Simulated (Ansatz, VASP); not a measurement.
**Nb: VASP beside Ansatz**

```
Nb
1.0
     2.83882    0.00000    0.00000
    -1.41941    2.45849    0.00000
     0.00000    0.00000    5.31360
Nb
2
Direct
  0.33333 0.66667 0.25000
  0.66667 0.33333 0.75000
```

Alike in both runs: functional r2SCAN; k mesh 9 × 9 × 4; occupations gaussian, width 0.1 eV; no spin polarisation.

Ansatz relaxed the structure, and its values are those at the end. VASP's run is a single point on that final structure, the one shown.

|  | VASP | Ansatz |
| --- | --- | --- |
| version | VASP 6.6.1 | Ansatz 0.2.0 |
| potentials or method | VASP PAW PBE potentials, release 64 (Nb_sv), cutoff 520 eV | scalar-relativistic, plane waves, PAW |
| valence electrons in the cell | 26 | 26 |

|  | VASP | Ansatz | Ansatz less VASP |
| --- | --- | --- | --- |
| gap on the k mesh at the Fermi level (eV) | none | none | - |
| pressure (GPa) | -0.3 | -0.1 | +0.20 |

VASP's potentials were made for PBE, not for r2SCAN. A gap of «none» marks a metal or a gap that the smearing closes.
